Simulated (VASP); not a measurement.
# Ga3AsN2 (P3m1) in VASP: notebook

Runs on Ga3AsN2. Level: PBE. Tasks: single point, relaxation of cell and atoms.

Program: VASP 6.6.1. These are calculated values, not measurements. Logs are shortened: lines on timing, memory, paths and dates and some standing lists are left out, and cuts for length are marked.

## (1) The cell of the first run

Symmetry: P3m1, No. 156, trigonal system. The conventional cell has a = 3.461 Å, b = 3.461 Å, c = 8.846 Å, α = 90.00°, β = 90.00°, γ = 120.00°. Ga (site symmetry 3m) has 1 N at 1.96 Å and 3 As at 2.35 Å within 2.6 Å. Within 2.7 Å of Ga (site symmetry 3m) lie 3 N at 2.07 Å and 1 As at 2.52 Å. Within 2.6 Å of Ga (site symmetry 3m) lie 4 N at 1.99 to 2.08 Å. Within 3.1 Å of As (site symmetry 3m) lie 4 Ga at 2.35 to 2.52 Å. N (site symmetry 3m) has 4 Ga at 1.99 to 2.07 Å within 2.6 Å. N (site symmetry 3m) has 4 Ga at 1.96 to 2.08 Å within 2.6 Å.

## (2) Single point, PBE

INCAR reads:

```
SYSTEM = Ga3AsN2
PREC = Accurate
ENCUT = 520
EDIFF = 1E-7
ISMEAR = 0
SIGMA = 0.1
LREAL = .FALSE.
LASPH = .TRUE.
NELM = 100
ALGO = Normal
ISIF = 2
LWAVE = .FALSE.
LCHARG = .TRUE.
GGA = PE
LELF = .TRUE.
LVHAR = .TRUE.
NBANDS = 36
```

KPOINTS reads:

```
Automatic mesh
0
G
  6 6 2
  0 0 0
```

POSCAR reads:

```
Ga3AsN2
1.0
    3.4614926653      0.0000000028      0.0000000000
   -1.7307463351      2.9977405818      0.0000000000
    0.0000000000      0.0000000000      8.8457617691
Ga As N
3 1 2
Direct
    0.0000000000      0.0000000000      0.0495255044
    0.3333333333      0.6666666667      0.6239338197
    0.6666666667      0.3333333333      0.3362072727
    0.3333333333      0.6666666667      0.9087598308
    0.6666666667      0.3333333333      0.5609670495
    0.0000000000      0.0000000000      0.2706065229
```

Potentials or basis: VASP PAW PBE potentials, release 64 (Ga_d, As, N).

On the command line:

```
cat potpaw_PBE.64/Ga_d/POTCAR potpaw_PBE.64/As/POTCAR potpaw_PBE.64/N/POTCAR > POTCAR
mpirun -np 1 vasp_std > vasp.out
```

OUTCAR:

```text
SYSTEM = Ga3AsN2
   PREC = Accurate
   ENCUT = 520
   EDIFF = 1E-7
   ISMEAR = 0
   LREAL = .FALSE.
   LASPH = .TRUE.
   NELM = 100
   ISIF = 2
   GGA = PE

 ion  position               nearest neighbor table
   1  0.000  0.000  0.050-   6 1.96   4 2.35   4 2.35   4 2.35
   2  0.333  0.667  0.624-   5 2.07   5 2.07   5 2.07   4 2.52
   3  0.667  0.333  0.336-   5 1.99   6 2.08   6 2.08   6 2.08
   4  0.333  0.667  0.909-   1 2.35   1 2.35   1 2.35   2 2.52
   5  0.667  0.333  0.561-   3 1.99   2 2.07   2 2.07   2 2.07
   6  0.000  0.000  0.271-   1 1.96   3 2.08   3 2.08   3 2.08

  LATTYP: Found a hexagonal cell.
 ALAT       =     3.4614926653
 C/A-ratio  =     2.5554760979

  Lattice vectors:

 A1 = (   3.4614926653,   0.0000000028,   0.0000000000)
 A2 = (  -1.7307463351,   2.9977405818,   0.0000000000)
 A3 = (   0.0000000000,   0.0000000000,   8.8457617691)

Analysis of symmetry for initial positions (statically):
=====================================================================
 Subroutine PRICEL returns:
 Original cell was already a primitive cell.

 Routine SETGRP: Setting up the symmetry group for a
 hexagonal supercell.

 Subroutine GETGRP returns: Found  6 space group operations
 (whereof  6 operations were pure point group operations)
 out of a pool of 24 trial point group operations.

The static configuration has the point symmetry C_3v.

Analysis of symmetry for dynamics (positions and initial velocities):
=====================================================================
 Subroutine PRICEL returns:
 Original cell was already a primitive cell.

 Routine SETGRP: Setting up the symmetry group for a
 hexagonal supercell.

 Subroutine GETGRP returns: Found  6 space group operations
 (whereof  6 operations were pure point group operations)
 out of a pool of 24 trial point group operations.

The dynamic configuration has the point symmetry C_3v.

 Subroutine INISYM returns: Found  6 space group operations
 (whereof  6 operations are pure point group operations),
 and found     1 'primitive' translations

----------------------------------------------------------------------------------------

                                     Primitive cell

  volume of cell :      91.7894

  direct lattice vectors                    reciprocal lattice vectors
     3.461492665  0.000000003  0.000000000     0.288892711  0.166792285  0.000000000
    -1.730746335  2.997740582  0.000000000    -0.000000000  0.333584569  0.000000000
     0.000000000  0.000000000  8.845761769     0.000000000  0.000000000  0.113048489

  length of vectors
     3.461492665  3.461492665  8.845761769     0.333584569  0.333584569  0.113048489

  position of ions in fractional coordinates (direct lattice)
     0.000000000  0.000000000  0.049525504
     0.333333333  0.666666667  0.623933820
     0.666666667  0.333333333  0.336207273
     0.333333333  0.666666667  0.908759831
     0.666666667  0.333333333  0.560967050
     0.000000000  0.000000000  0.270606523

  ion indices of the primitive-cell ions
   primitive index   ion index
                 1           1
                 2           2
                 3           3
                 4           4
                 5           5
                 6           6

----------------------------------------------------------------------------------------

 KPOINTS: Automatic mesh

Automatic generation of k-mesh.
 Grid dimensions read from file:
 generate k-points for:    6    6    2

 Generating k-lattice:

  Cartesian coordinates                     Fractional coordinates (reciprocal lattice)
     0.048148785  0.027798714  0.000000000     0.166666667  0.000000000  0.000000000
    -0.000000000  0.055597428  0.000000000    -0.000000000  0.166666667  0.000000000
     0.000000000  0.000000000  0.056524244     0.000000000  0.000000000  0.500000000

  Length of vectors
     0.055597428  0.055597428  0.056524244

  Shift w.r.t. Gamma in fractional coordinates (k-lattice)
     0.000000000  0.000000000  0.000000000

 Subroutine IBZKPT returns following result:
 ===========================================

 Found     14 irreducible k-points:

 Following reciprocal coordinates:
            Coordinates               Weight
  0.000000  0.000000  0.000000      1.000000
  0.166667 -0.000000  0.000000      6.000000
  0.333333 -0.000000  0.000000      6.000000
  0.500000 -0.000000  0.000000      3.000000
  0.166667  0.166667  0.000000      6.000000
  0.333333  0.166667  0.000000     12.000000
  0.333333  0.333333  0.000000      2.000000
  0.000000  0.000000  0.500000      1.000000
  0.166667 -0.000000  0.500000      6.000000
  0.333333 -0.000000  0.500000      6.000000
  0.500000 -0.000000  0.500000      3.000000
  0.166667  0.166667  0.500000      6.000000
  0.333333  0.166667  0.500000     12.000000
  0.333333  0.333333  0.500000      2.000000
   k-points           NKPTS =     14   k-points in BZ     NKDIM =     14   number of bands    NBANDS=     36
   number of dos      NEDOS =    301   number of ions     NIONS =      6
   total plane-waves  NPLWV =  54880
   dimension x,y,z NGX =    28 NGY =   28 NGZ =   70
   dimension x,y,z NGXF=    56 NGYF=   56 NGZF=  140
   ions per type =               3   1   2
   NGX,Y,Z   is equivalent  to a cutoff of  13.45, 13.45, 13.16 a.u.
   NGXF,Y,Z  is equivalent  to a cutoff of  26.90, 26.90, 26.31 a.u.
 SYSTEM =  Ga3AsN2
   PREC   = accura    normal or accurate (medium, high low for compatibility)
   ISTART =      0    job   : 0-new  1-cont  2-samecut
   ICHARG =      2    charge: 1-file 2-atom 10-const
   ISPIN  =      1    spin polarized calculation?
   LNONCOLLINEAR =      F non collinear calculations
   LSORBIT =      F    spin-orbit coupling
   LASPH  =      T    aspherical Exc in radial PAW
   ENCUT  =  520.0 eV  38.22 Ry    6.18 a.u.   6.44  6.44 16.45*2*pi/ulx,y,z
   NELM   =    100;   NELMIN=  2; NELMDL= -5     # of ELM steps
   EDIFF  = 0.1E-06   stopping-criterion for ELM
   LREAL  =      F    real-space projection
   EDIFFG = 0.1E-05   stopping-criterion for IOM
   NSW    =      0    number of steps for IOM
   IBRION =     -1    ionic relax: 0-MD 1-quasi-New 2-CG
   NFREE  =      0    steps in history (QN), initial steepest desc. (CG)
   ISIF   =      2    stress and relaxation
   ISYM   =      2    0-nonsym 1-usesym 2-fastsym
   POTIM  = 0.5000    time-step for ionic-motion
   TEBEG  =    0.0;   TEEND  =   0.0 temperature during run
   PSTRESS=    0.0 pullay stress
   NELECT =      54.0000    total number of electrons
   NUPDOWN=      -1.0000    fix difference up-down
   EMIN   =  10.00;   EMAX   =-10.00  energy-range for DOS
   EFERMI =   0.00;   METHOD = LEGACY
   ISMEAR =     0;   SIGMA  =   0.10  broadening in eV -4-tet -1-fermi 0-gaus
   EFERMI_NEDOS =   21; number of points for ismear=-14 and -15
   IALGO  =     38    algorithm
   IMIX   =      4    mixing-type and parameters
     AMIX     =   0.40;   BMIX     =  1.00
     AMIX_MAG =   1.60;   BMIX_MAG =  1.00
  volume/ion in A,a.u.               =      15.30       103.24
  Fermi-wavevector in a.u.,A,eV,Ry     =   1.371751  2.592233 25.602082  1.881700
  Thomas-Fermi vector in A             =   2.497419
   LORBIT       =      0    0 simple, 1 ext, 2 COOP (PROOUT), +10 PAW based schemes
   GGA     = PE    functional components
   LHFCALC =     F    Hartree Fock is set to
   AEXX    =    0.0000 exact exchange contribution
   IVDW    =     0    specifies the selected vdW correction
   LEPSILON=     F    determine dielectric tensor
   LRPA    =     F    only Hartree local field effects (RPA)
 non-spin polarized calculation
 Gauss-broadening in eV      SIGMA  =   0.10
  energy-cutoff  :      520.00
  volume of cell :       91.79
 maximum number of plane-waves:      2492
 NGX is ok and might be reduce to    28
   NGX = 13   NGY = 13   NGZ = 33

 number of electron      54.0000012 magnetization

 Free energy of the ion-electron system (eV)
  ---------------------------------------------------
  ext. energy  EPLUGINS =         0.00000000
  ---------------------------------------------------
  free energy    TOTEN  =       -30.72393224 eV

  energy without entropy =      -30.71422958  energy(sigma->0) =      -30.71908091

 E-fermi :   6.1210     XC(G=0): -10.6957

 val. band max:        6.1065444087   @ k =   0.1667  -0.0000   0.5000
 cond. band min:       6.3877306832   @ k =   0.5000  -0.0000   0.0000
 fundamental gap:      0.2811862746
 Fermi energy:         6.1209904571

 k-point     1 :       0.0000    0.0000    0.0000
  band No.  band energies     occupation
      1     -10.9524      2.00000
      2     -10.7457      2.00000
      3      -9.7917      2.00000
      4      -9.7917      2.00000
      5      -9.7796      2.00000
      6      -9.6943      2.00000
[... 28 lines left out ...]
     35      12.5643      0.00000
     36      12.6866      0.00000

 k-point     2 :       0.1667   -0.0000    0.0000
  band No.  band energies     occupation
      1     -10.8558      2.00000
      2     -10.7105      2.00000
      3      -9.8270      2.00000
      4      -9.7760      2.00000
      5      -9.7093      2.00000
      6      -9.6848      2.00000
[... 28 lines left out ...]
     35      12.3074      0.00000
     36      12.9352      0.00000

 k-point     3 :       0.3333   -0.0000    0.0000
  band No.  band energies     occupation
      1     -10.7342      2.00000
      2     -10.6633      2.00000
      3      -9.8214      2.00000
      4      -9.7592      2.00000
      5      -9.7244      2.00000
      6      -9.6478      2.00000
[... 28 lines left out ...]
     35      12.1556      0.00000
     36      12.7753      0.00000
[... 352 lines left out ...]
 k-point    13 :       0.3333    0.1667    0.5000
  band No.  band energies     occupation
      1     -10.7015      2.00000
      2     -10.6441      2.00000
      3      -9.8125      2.00000
      4      -9.7679      2.00000
      5      -9.7194      2.00000
      6      -9.6442      2.00000
[... 28 lines left out ...]
     35      12.5539      0.00000
     36      12.8628      0.00000

 k-point    14 :       0.3333    0.3333    0.5000
  band No.  band energies     occupation
      1     -10.6882      2.00000
      2     -10.6338      2.00000
      3      -9.8043      2.00000
      4      -9.7748      2.00000
      5      -9.7123      2.00000
      6      -9.6493      2.00000
[... 28 lines left out ...]
     35      12.3175      0.00000
     36      13.1924      0.00000

------------------------ aborting loop because EDIFF is reached ----------------------------------------

  FORCE on cell =-STRESS in cart. coord.  units (eV):
  Direction    XX          YY          ZZ          XY          YZ          ZX
  --------------------------------------------------------------------------------------
  -------------------------------------------------------------------------------------
  Total        0.0768837      0.0768837      0.0695933     -0.0000000      0.0000000     -0.0000000
  in kB        1.3419990      1.3419990      1.2147450     -0.0000000      0.0000000     -0.0000000
  external PRESSURE =       1.2995810 kB  Pullay stress =       0.0000000 kB

 VOLUME and BASIS-vectors are now :
 -----------------------------------------------------------------------------
  energy-cutoff  :      520.00
  volume of cell :       91.79
      direct lattice vectors                 reciprocal lattice vectors
     3.461492665  0.000000003  0.000000000     0.288892711  0.166792285  0.000000000
    -1.730746335  2.997740582  0.000000000    -0.000000000  0.333584569  0.000000000
     0.000000000  0.000000000  8.845761769     0.000000000  0.000000000  0.113048489

 POSITION                                       TOTAL-FORCE (eV/Angst)
 -----------------------------------------------------------------------------------
      0.00000      0.00000      0.43809        -0.000000      0.000000      0.019768
     -0.00000      1.99849      5.51917        -0.000000     -0.000000     -0.020132
      1.73075      0.99925      2.97401         0.000000     -0.000000      0.015650
     -0.00000      1.99849      8.03867         0.000000      0.000000     -0.008014
      1.73075      0.99925      4.96218         0.000000      0.000000      0.007131
      0.00000      0.00000      2.39372         0.000000      0.000000     -0.014403
 -----------------------------------------------------------------------------------
    total drift:                                0.000003     -0.000002     -0.000390

  FREE ENERGIE OF THE ION-ELECTRON SYSTEM (eV)
  ---------------------------------------------------
  free  energy   TOTEN  =       -30.7239322390 eV

  energy  without entropy=      -30.7142295751  energy(sigma->0) =      -30.71908091
```

It took 50 s on 1 thread of AMD EPYC 9R45 (Zen 5), shared host; peak memory 0.2 GiB.

Results:

| Quantity | Value |
| --- | --- |
| Free energy | -30.7239 eV |
| Pressure | 0.1 GPa |
| Largest force | 0.020 eV/Å |
| Band gap on the k mesh | zero (bands 27 and 28 overlap by 0.38 eV) |

Forces in eV/Å, atoms in the order of the input:
```
Ga   0.000  0.000  0.020
Ga   0.000  0.000 -0.020
Ga   0.000  0.000  0.016
As   0.000  0.000 -0.008
N    0.000  0.000  0.007
N    0.000  0.000 -0.014
```

Caveat: semilocal functionals underestimate gaps, so a narrow gap can read as zero.

## (3) Single point, PBE

This run uses another cell than the first one, of 16.68 Å³/atom.

INCAR reads:

```
SYSTEM = Ga3AsN2
PREC     = Accurate       ! precision mode
ENCUT    = 520            ! plane-wave cutoff, eV
EDIFF    = 1E-6           ! SCF threshold, eV
ISMEAR   = 0              ! smearing method
SIGMA    = 0.1            ! smearing width, eV
LREAL    = .FALSE.        ! projectors in reciprocal space
LASPH    = .TRUE.         ! aspherical terms in the spheres
NELM     = 80             ! most SCF steps
ALGO     = Normal         ! electronic algorithm
ISIF     = 2              ! what is computed and relaxed
LWAVE    = .FALSE.        ! write WAVECAR
LCHARG   = .FALSE.        ! write CHGCAR
GGA      = PE             ! functional
NBANDS   = 36             ! bands
```

KPOINTS reads:

```
regular mesh
0
G
  6 6 2
  0 0 0
```

POSCAR reads:

```
Ga3AsN2
1.0
    3.6134746900      0.0000000000      0.0000000000
   -1.8067373500      3.1293608800      0.0000000000
    0.0000000000      0.0000000000      8.8511692000
Ga As N
3 1 2
Direct
    0.0000000000      0.0000000000      0.0000000000
    0.3333333300      0.6666666700      0.6666666700
    0.6666666700      0.3333333300      0.3333333300
    0.3333333300      0.6666666700      0.9166666700
    0.6666666700      0.3333333300      0.5833333300
    0.0000000000      0.0000000000      0.2500000000
```

Potentials or basis: VASP PAW PBE potentials, release 64 (Ga_d, As, N).

On the command line:

```
cat potpaw_PBE.64/Ga_d/POTCAR potpaw_PBE.64/As/POTCAR potpaw_PBE.64/N/POTCAR > POTCAR
mpirun -np 1 vasp_std > vasp.out
```

Wall time 41 s (1 thread of AMD EPYC 9R45 (Zen 5), shared host); peak memory 0.21 GiB.

The run converged. Its results:

| Item | Value |
| --- | --- |
| Free energy | -28.8371 eV |
| Pressure | -2.1 GPa |
| Largest force | 4.650 eV/Å |
| Band gap on the k mesh | zero (filled and empty bands touch) |

Forces in eV/Å, atoms in the order of the input:
```
Ga   0.000  0.000  4.286
Ga   0.000  0.000 -4.650
Ga   0.000  0.000  0.156
As   0.000  0.000  0.381
N    0.000  0.000 -0.248
N    0.000  0.000  0.074
```

Stress tensor (GPa, compression positive):
```
-1.57  0.00  0.00
 0.00 -1.57  0.00
 0.00  0.00 -3.14
```

Levels at points of the mesh, in eV from the Fermi level:
| k point | band 25 | band 26 | band 27 | band 28 | band 29 | band 30 |
| --- | --- | --- | --- | --- | --- | --- |
| (0.00, 0.00, 0.00) | -0.39 | -0.23 | -0.01 | -0.01 | 1.89 | 3.24 |
| (0.50, 0.00, 0.00) | -2.14 | -1.50 | -1.42 | 1.90 | 2.62 | 3.30 |
| (0.00, 0.00, 0.50) | -0.67 | -0.10 | -0.10 | 1.28 | 1.47 | 3.33 |
| (0.50, 0.00, 0.50) | -1.94 | -1.08 | -1.07 | 1.71 | 2.54 | 3.31 |

Caveat: semilocal functionals underestimate gaps, so a narrow gap can read as zero; forces of over 1 eV/Å act on the atoms, so gaps and moduli don't describe the material at rest.

## (4) Relaxation of cell and atoms, PBE

This run uses another cell than the first one, of 16.68 Å³/atom.

INCAR reads:

```
PREC     = Accurate       # precision mode
ENCUT    = 600            # plane-wave cutoff, eV
EDIFF    = 1E-7           # SCF threshold, eV
ISMEAR   = 0              # smearing method
SIGMA    = 0.1            # smearing width, eV
LREAL    = False          # projectors in reciprocal space
LASPH    = True           # aspherical terms in the spheres
NELM     = 80             # most SCF steps
ALGO     = Normal         # electronic algorithm
ISIF     = 3              # what is computed and relaxed
LWAVE    = False          # write WAVECAR
LCHARG   = False          # write CHGCAR
GGA      = PE             # functional
IBRION   = 2              # ionic algorithm
NSW      = 90             # ionic steps
EDIFFG   = -0.04          # ionic threshold
```

KPOINTS reads:

```
Automatic mesh
0
Gamma
  6 6 2
```

POSCAR is that of step 3.

On the command line:

```
cat potpaw_PBE.64/Ga_d/POTCAR potpaw_PBE.64/As/POTCAR potpaw_PBE.64/N/POTCAR > POTCAR
mpirun -np 1 vasp_std > vasp.out
```

It took 5.8 min on 1 thread of AMD EPYC 9R45 (Zen 5), shared host; peak memory 0.25 GiB.

Results (log left out):

```yaml
Free_energy: -30.7342 eV
Relaxed_volume: 15.30 Å³/atom
Relaxed_cell: a = 3.461 Å, b = 3.461 Å, c = 8.847 Å, α = 90.00°, β = 90.00°, γ = 120.00°
Space_group_after_relaxing_to_0.1_Å: P3m1 (No. 156)
Energy_gained_by_relaxing: 315.7 meV/atom
Ionic_steps: 11
Pressure_after_relaxing: 0.0 GPa
Largest_force_after_relaxing: 0.028 eV/Å
Band_gap_on_the_k_mesh: zero (bands 27 and 28 overlap by 0.36 eV)
```

Forces in eV/Å, atoms in the order of the input:
```
Ga   0.000  0.000 -0.022
Ga   0.000  0.000  0.028
Ga   0.000  0.000  0.006
As   0.000  0.000  0.015
N    0.000  0.000 -0.017
N    0.000  0.000 -0.010
```

The path:
| step | energy change (eV) | largest force (eV/Å) | pressure (GPa) | volume (Å³) |
| --- | --- | --- | --- | --- |
| 1 | 0.0000 | 4.6490 | -2.13 | 100.09 |
| 2 | -1.2520 | 1.9420 | -2.75 | 96.91 |
| 3 | -1.3584 | 2.6644 | -1.22 | 95.35 |
| 4 | -1.3697 | 2.2412 | -1.74 | 95.73 |
| 5 | -1.7870 | 0.9478 | 0.07 | 92.28 |
| 6 | -1.8483 | 0.2999 | 1.71 | 90.41 |
| 7 | -1.8792 | 0.5670 | -0.83 | 92.40 |
| 8 | -1.8834 | 0.4300 | -0.22 | 91.87 |
| 9 | -1.8935 | 0.0737 | -0.08 | 91.88 |
| 10 | -1.8936 | 0.0924 | -0.07 | 91.89 |
| 11 | -1.8941 | 0.0280 | 0.01 | 91.79 |

Final structure:
```
Ga As N
1.0
     3.46127    0.00000    0.00000
    -1.73063    2.99755    0.00000
     0.00000    0.00000    8.84705
Ga As N
3 1 2
Direct
  0.00000 0.00000 0.04981
  0.33333 0.66667 0.62342
  0.66667 0.33333 0.33632
  0.33333 0.66667 0.90859
  0.66667 0.33333 0.56108
  0.00000 0.00000 0.27078
```

Levels at points of the mesh, in eV from the Fermi level:
| k point | band 24 | band 25 | band 26 | band 27 | band 28 | band 29 | band 30 | band 31 |
| --- | --- | --- | --- | --- | --- | --- | --- | --- |
| (0.00, 0.00, 0.00) | -2.91 | -2.37 | -1.92 | 0.33 | 0.70 | 0.70 | 3.26 | 4.61 |
| (0.50, 0.00, 0.00) | -4.33 | -3.82 | -3.79 | -1.40 | 0.25 | 1.70 | 2.02 | 2.46 |
| (0.00, 0.00, 0.50) | -2.90 | -2.90 | -0.38 | -0.07 | 0.68 | 0.68 | 2.83 | 4.69 |
| (0.50, 0.00, 0.50) | -4.67 | -3.86 | -2.88 | -1.34 | 0.48 | 1.25 | 1.67 | 2.66 |

Caveat: semilocal functionals underestimate gaps, so a narrow gap can read as zero.

(Part 1 of 2 ends here.)
